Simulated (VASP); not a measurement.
# Si2W in VASP: a series of runs, part 3 of 3

VASP 6.6.1. The steps go on from the part before.

## (6) Single point, r2SCAN (uniaxial strain along c: -1.5 %)

POSCAR

```
Si2W
1.0
    3.2233354499      0.0000000000      0.0000000000
    0.0000000000      3.2233354499      0.0000000000
    0.0000000000      0.0000000000      7.6875469528
Si W
4 2
Direct
    0.0000000000      0.0000000000      0.3348248949
    0.5000000000      0.5000000000      0.1651751051
    0.5000000000      0.5000000000      0.8348248949
    0.0000000000      0.0000000000      0.6651751051
    0.0000000000      0.0000000000      0.0000000000
    0.5000000000      0.5000000000      0.5000000000
```

INCAR.step1

```
SYSTEM = Si2W
ALGO     = Normal         ! electronic algorithm
EDIFF    = 1E-4           ! SCF threshold, eV
ENCUT    = 520            ! plane-wave cutoff, eV
GGA      = PE             ! functional
ISMEAR   = 0              ! smearing method
LASPH    = .TRUE.         ! aspherical terms in the spheres
LCHARG   = .FALSE.        ! write CHGCAR
LREAL    = .FALSE.        ! projectors in reciprocal space
LWAVE    = .TRUE.         ! write WAVECAR
NBANDS   = 31             ! bands
NELM     = 80             ! most SCF steps
PREC     = Accurate       ! precision mode
SIGMA    = 0.1            ! smearing width, eV
```

INCAR.step2

```
SYSTEM = Si2W
ALGO     = Normal         ! electronic algorithm
EDIFF    = 1E-6           ! SCF threshold, eV
ENCUT    = 520            ! plane-wave cutoff, eV
ISIF     = 2              ! what is computed and relaxed
ISMEAR   = 0              ! smearing method
ISTART   = 1            
LASPH    = .TRUE.         ! aspherical terms in the spheres
LCHARG   = .FALSE.        ! write CHGCAR
LMIXTAU  = .TRUE.       
LREAL    = .FALSE.        ! projectors in reciprocal space
LWAVE    = .FALSE.        ! write WAVECAR
METAGGA  = R2SCAN         ! meta-GGA
NBANDS   = 31             ! bands
NELM     = 80             ! most SCF steps
PREC     = Accurate       ! precision mode
SIGMA    = 0.1            ! smearing width, eV
```

KPOINTS

```
k-points
0
G
  12 12 6
  0 0 0
```

Potentials or basis: VASP PAW PBE potentials, release 64 (Si, W_sv).

Started as:

```console
cat potpaw_PBE.64/Si/POTCAR potpaw_PBE.64/W_sv/POTCAR > POTCAR
cp INCAR.step1 INCAR
mpirun -np 1 vasp_std > vasp.out
cp INCAR.step2 INCAR
mpirun -np 1 vasp_std > vasp.out
```

OUTCAR:

```text
SYSTEM = Si2W
   EDIFF = 1E-6
   ENCUT = 520
   ISIF = 2
   ISMEAR = 0
   ISTART = 1
   LASPH = .TRUE.
   LREAL = .FALSE.
   METAGGA = R2SCAN
   NELM = 80
   PREC = Accurate

 ion  position               nearest neighbor table
   1  0.000  0.000  0.335-   4 2.54   5 2.57   6 2.61   6 2.61   6 2.61   6 2.61   2 2.63   2 2.63
                             2 2.63   2 2.63
   2  0.500  0.500  0.165-   3 2.54   6 2.57   5 2.61   5 2.61   5 2.61   5 2.61   1 2.63   1 2.63
                             1 2.63   1 2.63
   3  0.500  0.500  0.835-   2 2.54   6 2.57   5 2.61   5 2.61   5 2.61   5 2.61   4 2.63   4 2.63
                             4 2.63   4 2.63
[... 1047 lines left out ...]
  Total       -0.1187138     -0.1187138      4.2791961      0.0000000     -0.0000000     -0.0000000
  in kB       -2.3812933     -2.3812933     85.8368916      0.0000000     -0.0000000     -0.0000000
  external PRESSURE =      27.0247683 kB  Pullay stress =       0.0000000 kB

 VOLUME and BASIS-vectors are now :
 -----------------------------------------------------------------------------
  energy-cutoff  :      520.00
  volume of cell :       79.87
      direct lattice vectors                 reciprocal lattice vectors
     3.223335450  0.000000000  0.000000000     0.310237645  0.000000000  0.000000000
     0.000000000  3.223335450  0.000000000     0.000000000  0.310237645  0.000000000
     0.000000000  0.000000000  7.687546953     0.000000000  0.000000000  0.130080506

 POSITION                                       TOTAL-FORCE (eV/Angst)
 -----------------------------------------------------------------------------------
      0.00000      0.00000      2.57398        -0.000000     -0.000000     -0.035692
      1.61167      1.61167      1.26979         0.000000      0.000000      0.035692
      1.61167      1.61167      6.41776         0.000000      0.000000     -0.035692
      0.00000      0.00000      5.11356         0.000000     -0.000000      0.035692
      0.00000      0.00000      0.00000         0.000000     -0.000000      0.000000
      1.61167      1.61167      3.84377         0.000000      0.000000      0.000000
 -----------------------------------------------------------------------------------
    total drift:                                0.000000      0.000000     -0.000000

  FREE ENERGIE OF THE ION-ELECTRON SYSTEM (eV)
  ---------------------------------------------------
  free  energy   TOTEN  =      -139.5972414135 eV

  energy  without entropy=     -139.5938041684  energy(sigma->0) =     -139.59552279
```

OUTCAR.step1:

```text
SYSTEM = Si2W
   EDIFF = 1E-4
   ENCUT = 520
   GGA = PE
   ISMEAR = 0
   LASPH = .TRUE.
   LREAL = .FALSE.
   NELM = 80
[... 1074 lines left out ...]
      0.00000      0.00000      5.11356        -0.000000     -0.000000      0.111662
      0.00000      0.00000      0.00000        -0.000000     -0.000000      0.000000
      1.61167      1.61167      3.84377        -0.000000     -0.000000      0.000000
 -----------------------------------------------------------------------------------
    total drift:                                0.000000      0.000000     -0.000000

  FREE ENERGIE OF THE ION-ELECTRON SYSTEM (eV)
  ---------------------------------------------------
  free  energy   TOTEN  =       -49.5453529202 eV

  energy  without entropy=      -49.5418228502  energy(sigma->0) =      -49.54358789
```

OSZICAR.step1:

```text
N       E                     dE             d eps       ncg     rms          rms(c)
DAV:   1     0.367443734588E+03    0.36744E+03   -0.22126E+04  7088   0.145E+03
DAV:   2    -0.322054745535E+02   -0.39965E+03   -0.38537E+03  7485   0.407E+02
DAV:   3    -0.509281412346E+02   -0.18723E+02   -0.18106E+02  8868   0.794E+01
DAV:   4    -0.512603851822E+02   -0.33224E+00   -0.33084E+00  8479   0.100E+01
DAV:   5    -0.512650080049E+02   -0.46228E-02   -0.46218E-02  8453   0.130E+00    0.369E+01
DAV:   6    -0.497364668280E+02    0.15285E+01   -0.65089E+00  8376   0.152E+01    0.129E+01
DAV:   7    -0.495822022146E+02    0.15426E+00   -0.46534E-01  7978   0.334E+00    0.574E+00
DAV:   8    -0.495459987071E+02    0.36204E-01   -0.69698E-02  8561   0.174E+00    0.438E-01
DAV:   9    -0.495455703288E+02    0.42838E-03   -0.28781E-03  8618   0.308E-01    0.283E-01
DAV:  10    -0.495453965449E+02    0.17378E-03   -0.87405E-04  8487   0.214E-01    0.601E-02
DAV:  11    -0.495453529202E+02    0.43625E-04   -0.14094E-04  4973   0.838E-02
   1 F= -.49545353E+02 E0= -.49543588E+02  d E =-.353007E-02
```

Wall time 6.4 min (1 thread of Intel Xeon Platinum 8488C (Sapphire Rapids), shared host); peak memory 0.34 GiB.

Results:

```
Free energy            : -139.5972 eV
Pressure               : 2.7 GPa
Largest force          : 0.036 eV/Å
Band gap on the k mesh : zero (bands 22 and 23 overlap by 1.21 eV)
```

Forces in eV/Å, atoms in the order of the input:
```
Si   0.000  0.000 -0.036
Si   0.000  0.000  0.036
Si   0.000  0.000 -0.036
Si   0.000  0.000  0.036
W    0.000  0.000  0.000
W    0.000  0.000  0.000
```

Levels at points of the mesh, in eV from the Fermi level:
```
           k point  band 20  band 21  band 22  band 23  band 24  band 25
(0.00, 0.00, 0.00)    -1.07    -0.48    -0.48     0.52     0.74     3.01
(0.50, 0.00, 0.00)    -2.57    -0.85    -0.85     2.39     2.39     3.24
(0.50, 0.50, 0.00)    -3.33    -2.00    -2.00     3.25     3.25     3.34
(0.00, 0.00, 0.50)    -2.39     0.62     0.62     1.60     1.60     1.60
(0.50, 0.00, 0.50)    -2.83    -0.54    -0.54     2.86     2.86     2.95
(0.50, 0.50, 0.50)    -2.58    -2.58    -2.58     0.47     0.47     3.25
```

Caveat: the cell differs from its parent crystal (uniaxial strain along c: -1.5 %); the stress differs along the axes, from -0 to 9 GPa; the PAW data sets were made with another functional, which shifts forces and pressure a little; spin-orbit coupling is left out, which moves the levels of the heavy elements.

## (7) The runs side by side

| spin | cell | k mesh | cutoff (eV) | smearing | gap on the mesh (eV) | pressure (GPa) | largest force (eV/Å) |
| --- | --- | --- | --- | --- | --- | --- | --- |
| off | a = 3.163, b = 3.223, c = 7.834 Å, 6 atoms, atomic positions A | 12 × 12 × 6 | 520 | gaussian 0.1 eV | none | 1.9 | 0.03 |
| collinear, zero start | a = 3.211, b = 3.211, c = 7.805 Å, 6 atoms, atomic positions A | 10 × 10 × 6 | 520 | gaussian 0.15 eV | none | 0.3 | 0.02 |
| off | a = 4.515 Å, angles 138.3, 138.3, 60.4°, 3 atoms, atomic positions B | 20 × 20 × 20 | 550 | gaussian 0.15 eV | none | 0.3 | - |
| off | a = 3.220, b = 3.220, c = 7.688 Å, 6 atoms, atomic positions C | 12 × 12 × 6 | 520 | gaussian 0.1 eV | none | 3.2 | 0.01 |
| off | a = 3.223, b = 3.223, c = 7.688 Å, 6 atoms, atomic positions A | 12 × 12 × 6 | 520 | gaussian 0.1 eV | none | 2.7 | 0.04 |

Alike in all rows: task single point; level r2SCAN; potentials or basis VASP PAW PBE potentials, release 64 (Si, W_sv).

Caveats: the PAW data sets were made with another functional, which shifts forces and pressure a little; spin-orbit coupling is left out, which moves the levels of the heavy elements; the stress differs along the axes, from -1 to 6 GPa (at least some runs); the stress differs along the axes, from 0 to 9 GPa (at least some runs); the stress differs along the axes, from -0 to 9 GPa (at least some runs).

Total energies depend on the potentials used, so only differences within one code and one set of settings carry meaning.
